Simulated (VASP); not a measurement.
Write the native input for VASP 6.6.1 that does the following.

```yaml
Task: single point
Functional: PBE
Potentials_or_basis: VASP PAW PBE potentials, release 64 (Si)
Cutoff: 520 eV
k_mesh: 8 × 8 × 8
Occupations: fermi-dirac, width 0.02 eV
Spin: no spin polarisation
Dipole_correction: no
Further_INCAR_settings: ALGO = Normal; EDIFF = 1e-06; NBANDS = 11
```

The structure of Si lies in POSCAR:

```
Si
1.0
   -0.0506090239      2.7259522496      2.7259522496
    2.7259522496     -0.0506090239      2.7259522496
    2.7259522496      2.7259522496     -0.0506090239
Si
2
Direct
   -0.0011050607     -0.0011050607     -0.0011050607
    0.2511050607      0.2511050607      0.2511050607
```

This cell differs from its parent crystal: epitaxial 111 strain +2.0%.

These files were run (other wordings do the same):

INCAR

```
SYSTEM = Si
  PREC = Accurate
  ENCUT = 520
  EDIFF = 1E-6
  ISMEAR = -1
  SIGMA = 0.02
  LREAL = .FALSE.
  LASPH = .TRUE.
  NELM = 100
  ALGO = Normal
  ISIF = 2
  LWAVE = .FALSE.
  LCHARG = .TRUE.
  GGA = PE
  LELF = .TRUE.
  LVHAR = .TRUE.
  NBANDS = 11
```

KPOINTS

```
Automatic mesh
0
G
  8 8 8
  0 0 0
```

Potentials or basis: VASP PAW PBE potentials, release 64 (Si).

The run is started by

```console
$ cat potpaw_PBE.64/Si/POTCAR > POTCAR
$ mpirun -np 1 vasp_std > vasp.out
```

Results of the run:

```
Pressure               : -1.6 GPa
Largest force          : 0.014 eV/Å
Band gap on the k mesh : 0.51 eV (least direct gap 2.31 eV)
```

Caveat: the cell differs from its parent crystal (epitaxial 111 strain +2.0%).

Wall time 25 s on 1 thread of Intel(R) Xeon(R) Platinum 8124M CPU @ 3.00GHz (Skylake/Cascade Lake) (shared host), peak memory 0.17 GiB.
